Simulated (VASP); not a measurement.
Input of a VASP 6.6.1 run:

File INCAR:

```
PREC = Accurate
ENCUT = 500
EDIFF = 1E-6
ISMEAR = -1
SIGMA = 0.15
LREAL = False
LASPH = True
NELM = 120
ALGO = Normal
ISIF = 2
LWAVE = False
LCHARG = True
GGA = PS
LELF = True
LVHAR = True
NBANDS = 16
GGA_COMPAT = False
```

Contents of KPOINTS:

```
Automatic mesh
0
Gamma
  18 18 10
```

File POSCAR:

```
Ir
1.0
    2.7140807566      0.0000000000      0.0000000000
   -1.3570403783      2.3504628831      0.0000000000
    0.0000000000      0.0000000000      4.3990959669
Ir
2
Direct
    0.6666666667      0.3333333333      0.7500000000
    0.3333333333      0.6666666667      0.2500000000
```

Potentials or basis: VASP PAW PBE potentials, release 64 (Ir).

Launch:

```sh
$ cat potpaw_PBE.64/Ir/POTCAR > POTCAR
$ mpirun -np 1 vasp_std > vasp.out
```

(1) What does it give for the pressure?

(2) Estimate the band gap on the k mesh.

Results:

(1) 4.0 GPa.

(2) zero (band 9 reaches 11.52 eV, above the bottom of band 10 at 8.11 eV).

Caveat: the PAW data sets were made with another functional, which shifts forces and pressure a little; spin-orbit coupling is left out, which moves the levels of the heavy elements.
